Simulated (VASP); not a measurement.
Write the native input for VASP 6.6.1 that does the following.

```yaml
Task: single point
Functional: PBE
Potentials_or_basis: VASP PAW PBE potentials, release 64 (Co)
Cutoff: 520 eV
k_mesh: 21 × 21 × 12
Occupations: gaussian, width 0.15 eV
Spin: collinear spin, ferromagnetic start
Starting_moments: "[1.86, 1.86] μB"
Dipole_correction: no
Further_INCAR_settings: ALGO = Fast; EDIFF = 1e-07; NBANDS = 20
```

The structure of Co lies in POSCAR:

```
Co
1.0
    2.5682000000      0.0000000000      0.0000000000
   -1.2841000000      2.2241264420      0.0000000000
    0.0000000000      0.0000000000      3.7097000000
Co
2
Direct
    0.3333333333      0.6666666667      0.2500000000
    0.6666666667      0.3333333333      0.7500000000
```

The input as run:

INCAR

```
PREC = Accurate
ENCUT = 520
EDIFF = 1E-7
ISMEAR = 0
SIGMA = 0.15
LREAL = False
LASPH = True
NELM = 150
ALGO = Fast
ISIF = 2
LWAVE = False
LCHARG = True
ISPIN = 2
MAGMOM = 1.86 1.86
LORBIT = 11
LMAXMIX = 4
GGA = PE
LELF = True
LVHAR = True
NBANDS = 20
```

KPOINTS

```
regular mesh
0
Gamma
  21 21 12
```

Potentials or basis: VASP PAW PBE potentials, release 64 (Co).

Run with:

```bash
$ cat potpaw_PBE.64/Co/POTCAR > POTCAR
$ mpirun -np 1 vasp_std > vasp.out
```

It gave:

| Property | Result |
| --- | --- |
| Pressure | 7.7 GPa |
| Net moment | 3.13 μB per cell |
| Site moments | Co +1.58 μB |
| Valence electrons inside the program's atomic spheres | Co 8.34 |

Run time: 6.6 min on 1 thread of Oxide Virtual Turin-like Processor (shared host), peak memory 0.26 GiB.
